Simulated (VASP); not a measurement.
# Cl (P1) in VASP: single point with PBE

Aim: the single point of Cl with PBE.

All numbers are computed with VASP 6.6.1; they aren't measurements. Logs are shortened: lines on timing, memory, paths and dates and some standing lists are left out, and cuts for length are marked.

## Step 1: The cell of the first run

The typed cell holds 8 atoms: a = 5.342 Å, b = 7.744 Å, c = 8.920 Å, α = 90.93°, β = 91.04°, γ = 95.26°.

## Step 2: Single point, PBE

Contents of INCAR:

```
PREC = Accurate
ENCUT = 520
EDIFF = 1E-6
ISMEAR = 0
SIGMA = 0.1
LREAL = False
LASPH = True
NELM = 80
ALGO = Normal
ISIF = 2
LWAVE = False
LCHARG = True
GGA = PE
LELF = True
LVHAR = True
NBANDS = 38
```

Contents of KPOINTS:

```
regular mesh
0
Gamma
  4 2 2
```

Contents of POSCAR:

```
Cl
1.0
    2.5009185571     -4.7203031596     -0.0454315551
    6.4814929281      4.2377118815     -0.0646680012
   -0.1093460868      0.0401846272      8.9197388396
Cl
8
Direct
    0.4051894460      0.1852689283     -0.0020053812
    0.4010412336      0.1798863646      0.4972739647
    0.9057402434      0.6861696730      0.0031237208
    0.9034177399      0.6830763996      0.5027894573
    0.0982391450      0.3188025867     -0.0045240870
    0.0962521266      0.3158755812      0.4959019987
    0.5973013845      0.8181522095      0.0039186234
    0.5928186811      0.8127682570      0.5035217033
```

Potentials or basis: VASP PAW PBE potentials, release 64 (Cl).

The run is started by

```sh
$ cat potpaw_PBE.64/Cl/POTCAR > POTCAR
$ mpirun -np 1 vasp_std > vasp.out
```

OUTCAR:

```text
PREC = Accurate
   ENCUT = 520
   EDIFF = 1E-6
   ISMEAR = 0
   LREAL = False
   LASPH = True
   NELM = 80
   ISIF = 2
   GGA = PE

 ion  position               nearest neighbor table
   1  0.405  0.185  0.998-   5 2.02
   2  0.401  0.180  0.497-   6 2.02
   3  0.906  0.686  0.003-   7 2.02
   4  0.903  0.683  0.503-   8 2.02
   5  0.098  0.319  0.995-   1 2.02
   6  0.096  0.316  0.496-   2 2.02
   7  0.597  0.818  0.004-   3 2.02
   8  0.593  0.813  0.504-   4 2.02

  LATTYP: Found a triclinic cell.
 ALAT       =    24.6442459112
 B/A-ratio  =     0.3619708872
 C/A-ratio  =     0.3977650970
 COS(alpha) =     0.0028231672
 COS(beta)  =     0.6637515777
 COS(gamma) =     0.7301377933

  Lattice vectors:

 A1 = (  10.6807594727,  13.1153576682, -17.9233821265)
 A2 = (   0.1093460868,  -0.0401846272,  -8.9197388396)
 A3 = (   3.9805743710,   8.9580150411,  -0.0192364461)

Analysis of symmetry for initial positions (statically):
=====================================================================
 Subroutine PRICEL returns:
 Original cell was already a primitive cell.

 Routine SETGRP: Setting up the symmetry group for a
 triclinic supercell.

 Subroutine GETGRP returns: Found  1 space group operations
 (whereof  1 operations were pure point group operations)
 out of a pool of  2 trial point group operations.

The static configuration has the point symmetry C_1 .

Analysis of symmetry for dynamics (positions and initial velocities):
=====================================================================
 Subroutine PRICEL returns:
 Original cell was already a primitive cell.

 Routine SETGRP: Setting up the symmetry group for a
 triclinic supercell.

 Subroutine GETGRP returns: Found  1 space group operations
 (whereof  1 operations were pure point group operations)
 out of a pool of  2 trial point group operations.

The dynamic configuration has the point symmetry C_1 .

 Subroutine INISYM returns: Found  1 space group operations
 (whereof  1 operations are pure point group operations),
 and found     1 'primitive' translations

----------------------------------------------------------------------------------------

                                     Primitive cell

  volume of cell :     367.3691

  direct lattice vectors                    reciprocal lattice vectors
     2.500918557 -4.720303160 -0.045431555     0.102898913 -0.157351697  0.001970317
     6.481492928  4.237711882 -0.064668001     0.114604208  0.060708895  0.001131418
    -0.109346087  0.040184627  8.919738840     0.001354982 -0.000361312  0.112129144

  length of vectors
     5.342089439  7.744167774  8.920499557     0.188020278  0.129695699  0.112137913

  position of ions in fractional coordinates (direct lattice)
     0.405189446  0.185268928  0.997994619
     0.401041234  0.179886365  0.497273965
     0.905740243  0.686169673  0.003123721
     0.903417740  0.683076400  0.502789457
     0.098239145  0.318802587  0.995475913
     0.096252127  0.315875581  0.495901999
     0.597301384  0.818152209  0.003918623
     0.592818681  0.812768257  0.503521703

  ion indices of the primitive-cell ions
   primitive index   ion index
                 1           1
                 2           2
                 3           3
                 4           4
                 5           5
                 6           6
                 7           7
                 8           8

----------------------------------------------------------------------------------------

 KPOINTS: regular mesh

Automatic generation of k-mesh.
 Grid dimensions read from file:
 generate k-points for:    4    2    2

 Generating k-lattice:

  Cartesian coordinates                     Fractional coordinates (reciprocal lattice)
     0.025724728 -0.039337924  0.000492579     0.250000000 -0.000000000  0.000000000
     0.057302104  0.030354447  0.000565709     0.000000000  0.500000000  0.000000000
     0.000677491 -0.000180656  0.056064572     0.000000000  0.000000000  0.500000000

  Length of vectors
     0.047005070  0.064847850  0.056068956

  Shift w.r.t. Gamma in fractional coordinates (k-lattice)
     0.000000000  0.000000000  0.000000000

 Subroutine IBZKPT returns following result:
 ===========================================

 Found     12 irreducible k-points:

 Following reciprocal coordinates:
            Coordinates               Weight
  0.000000  0.000000  0.000000      1.000000
  0.250000  0.000000  0.000000      2.000000
  0.500000  0.000000  0.000000      1.000000
  0.000000  0.500000  0.000000      1.000000
  0.250000  0.500000  0.000000      2.000000
  0.500000  0.500000  0.000000      1.000000
  0.000000  0.000000  0.500000      1.000000
  0.250000  0.000000  0.500000      2.000000
  0.500000  0.000000  0.500000      1.000000
 -0.000000  0.500000  0.500000      1.000000
  0.250000  0.500000  0.500000      2.000000
  0.500000  0.500000  0.500000      1.000000
   k-points           NKPTS =     12   k-points in BZ     NKDIM =     12   number of bands    NBANDS=     38
   number of dos      NEDOS =    301   number of ions     NIONS =      8
   total plane-waves  NPLWV = 168000
   dimension x,y,z NGX =    40 NGY =   60 NGZ =   70
   dimension x,y,z NGXF=    80 NGYF=  120 NGZF=  140
   ions per type =               8
   NGX,Y,Z   is equivalent  to a cutoff of  12.45, 12.88, 13.05 a.u.
   NGXF,Y,Z  is equivalent  to a cutoff of  24.90, 25.76, 26.09 a.u.
 SYSTEM =  unknown system
   PREC   = accura    normal or accurate (medium, high low for compatibility)
   ISTART =      0    job   : 0-new  1-cont  2-samecut
   ICHARG =      2    charge: 1-file 2-atom 10-const
   ISPIN  =      1    spin polarized calculation?
   LNONCOLLINEAR =      F non collinear calculations
   LSORBIT =      F    spin-orbit coupling
   LASPH  =      T    aspherical Exc in radial PAW
   ENCUT  =  520.0 eV  38.22 Ry    6.18 a.u.   9.93 14.40 16.59*2*pi/ulx,y,z
   NELM   =     80;   NELMIN=  2; NELMDL= -5     # of ELM steps
   EDIFF  = 0.1E-05   stopping-criterion for ELM
   LREAL  =      F    real-space projection
   EDIFFG = 0.1E-04   stopping-criterion for IOM
   NSW    =      0    number of steps for IOM
   IBRION =     -1    ionic relax: 0-MD 1-quasi-New 2-CG
   NFREE  =      0    steps in history (QN), initial steepest desc. (CG)
   ISIF   =      2    stress and relaxation
   ISYM   =      2    0-nonsym 1-usesym 2-fastsym
   POTIM  = 0.5000    time-step for ionic-motion
   TEBEG  =    0.0;   TEEND  =   0.0 temperature during run
   PSTRESS=    0.0 pullay stress
   NELECT =      56.0000    total number of electrons
   NUPDOWN=      -1.0000    fix difference up-down
   EMIN   =  10.00;   EMAX   =-10.00  energy-range for DOS
   EFERMI =   0.00;   METHOD = LEGACY
   ISMEAR =     0;   SIGMA  =   0.10  broadening in eV -4-tet -1-fermi 0-gaus
   EFERMI_NEDOS =   21; number of points for ismear=-14 and -15
   IALGO  =     38    algorithm
   IMIX   =      4    mixing-type and parameters
     AMIX     =   0.40;   BMIX     =  1.00
     AMIX_MAG =   1.60;   BMIX_MAG =  1.00
  volume/ion in A,a.u.               =      45.92       309.89
  Fermi-wavevector in a.u.,A,eV,Ry     =   0.874520  1.652604 10.405545  0.764786
  Thomas-Fermi vector in A             =   1.994063
   LORBIT       =      0    0 simple, 1 ext, 2 COOP (PROOUT), +10 PAW based schemes
   GGA     = PE    functional components
   LHFCALC =     F    Hartree Fock is set to
   AEXX    =    0.0000 exact exchange contribution
   IVDW    =     0    specifies the selected vdW correction
   LEPSILON=     F    determine dielectric tensor
   LRPA    =     F    only Hartree local field effects (RPA)
 non-spin polarized calculation
 Gauss-broadening in eV      SIGMA  =   0.10
  energy-cutoff  :      520.00
  volume of cell :      367.37
 maximum number of plane-waves:      9902
 NGX is ok and might be reduce to    40
   NGX = 19   NGY = 29   NGZ = 33

 number of electron      55.9999993 magnetization

 Free energy of the ion-electron system (eV)
  ---------------------------------------------------
  ext. energy  EPLUGINS =         0.00000000
  ---------------------------------------------------
  free energy    TOTEN  =       -14.65326483 eV

  energy without entropy =      -14.65326483  energy(sigma->0) =      -14.65326483

 E-fermi :  -2.4562     XC(G=0):  -5.8006

 val. band max:       -2.9071479008   @ k =   0.5000   0.5000   0.0000
 cond. band min:      -1.0573985161   @ k =   0.5000   0.5000   0.0000
 fundamental gap:      1.8497493846
 Fermi energy:        -2.4561776779

 k-point     1 :       0.0000    0.0000    0.0000
  band No.  band energies     occupation
      1     -19.4971      2.00000
      2     -19.4799      2.00000
      3     -19.3539      2.00000
      4     -19.3375      2.00000
      5     -15.5666      2.00000
      6     -15.5462      2.00000
[... 30 lines left out ...]
     37       5.1211      0.00000
     38       5.7546      0.00000

 k-point     2 :       0.2500    0.0000    0.0000
  band No.  band energies     occupation
      1     -19.4655      2.00000
      2     -19.4488      2.00000
      3     -19.3617      2.00000
      4     -19.3450      2.00000
      5     -15.5527      2.00000
      6     -15.5318      2.00000
[... 30 lines left out ...]
     37       5.4702      0.00000
     38       5.7924      0.00000

 k-point     3 :       0.5000    0.0000    0.0000
  band No.  band energies     occupation
      1     -19.4141      2.00000
      2     -19.3950      2.00000
      3     -19.3936      2.00000
      4     -19.3705      2.00000
      5     -15.4654      2.00000
      6     -15.4463      2.00000
[... 30 lines left out ...]
     37       5.8086      0.00000
[... 289 lines left out ...]
 k-point    11 :       0.2500    0.5000    0.5000
  band No.  band energies     occupation
      1     -19.4464      2.00000
      2     -19.4453      2.00000
      3     -19.3687      2.00000
      4     -19.3615      2.00000
      5     -15.5552      2.00000
      6     -15.5529      2.00000
[... 30 lines left out ...]
     37       5.7065      0.00000
     38       5.7324      0.00000

 k-point    12 :       0.5000    0.5000    0.5000
  band No.  band energies     occupation
      1     -19.4478      2.00000
      2     -19.4476      2.00000
      3     -19.3381      2.00000
      4     -19.3321      2.00000
      5     -15.6612      2.00000
      6     -15.6587      2.00000
[... 30 lines left out ...]
     37       5.5160      0.00000
     38       5.5187      0.00000

------------------------ aborting loop because EDIFF is reached ----------------------------------------

  FORCE on cell =-STRESS in cart. coord.  units (eV):
  Direction    XX          YY          ZZ          XY          YZ          ZX
  --------------------------------------------------------------------------------------
  -------------------------------------------------------------------------------------
  Total       -0.0914667     -1.4886505     -0.1477303     -0.1029927      0.0012763      0.0000517
  in kB       -0.3989064     -6.4923314     -0.6442845     -0.4491738      0.0055664      0.0002254
  external PRESSURE =      -2.5118408 kB  Pullay stress =       0.0000000 kB

 VOLUME and BASIS-vectors are now :
 -----------------------------------------------------------------------------
  energy-cutoff  :      520.00
  volume of cell :      367.37
      direct lattice vectors                 reciprocal lattice vectors
     2.500918557 -4.720303160 -0.045431555     0.102898913 -0.157351697  0.001970317
     6.481492928  4.237711882 -0.064668001     0.114604208  0.060708895  0.001131418
    -0.109346087  0.040184627  8.919738840     0.001354982 -0.000361312  0.112129144

 POSITION                                       TOTAL-FORCE (eV/Angst)
 -----------------------------------------------------------------------------------
      2.10504     -1.08740      8.87146         0.010984      0.177645     -0.003433
      2.11453     -1.11075      4.40570         0.014518      0.194812     -0.001687
      6.71224     -1.36745     -0.05766         0.008655      0.176470      0.002470
      6.63175     -1.34952      4.39953         0.006451      0.175345      0.001855
      2.20315      0.92728      8.85431        -0.011309     -0.176945      0.003155
      2.23384      0.90418      4.39852        -0.014829     -0.193542      0.001494
      6.79622      0.64781     -0.04509        -0.008700     -0.177076     -0.002325
      6.69548      0.66623      4.41179        -0.005769     -0.176709     -0.001529
 -----------------------------------------------------------------------------------
    total drift:                               -0.000335     -0.000068     -0.000102

  FREE ENERGIE OF THE ION-ELECTRON SYSTEM (eV)
  ---------------------------------------------------
  free  energy   TOTEN  =       -14.6532648283 eV

  energy  without entropy=      -14.6532648283  energy(sigma->0) =      -14.65326483
```

It took 2.5 min on 1 thread of Intel Xeon Platinum 8124M at 3.00GHz (Skylake/Cascade Lake), shared host; peak memory 0.45 GiB.

What came out:

| Property | Result |
| --- | --- |
| Free energy | -14.6533 eV |
| Pressure | -0.3 GPa |
| Largest force | 0.195 eV/Å |
| Band gap on the k mesh | 1.85 eV |

Forces in eV/Å, atoms in the order of the input:
```
Cl   0.011  0.178 -0.003
Cl   0.015  0.195 -0.002
Cl   0.009  0.176  0.002
Cl   0.006  0.175  0.002
Cl  -0.011 -0.177  0.003
Cl  -0.015 -0.194  0.001
Cl  -0.009 -0.177 -0.002
Cl  -0.006 -0.177 -0.002
```

Stress tensor (GPa, compression positive):
```
-0.04 -0.04  0.00
-0.04 -0.65  0.00
 0.00  0.00 -0.06
```

Caveat: this functional lacks dispersion, which holds the molecules together, so the pressure and a relaxed volume are unreliable.
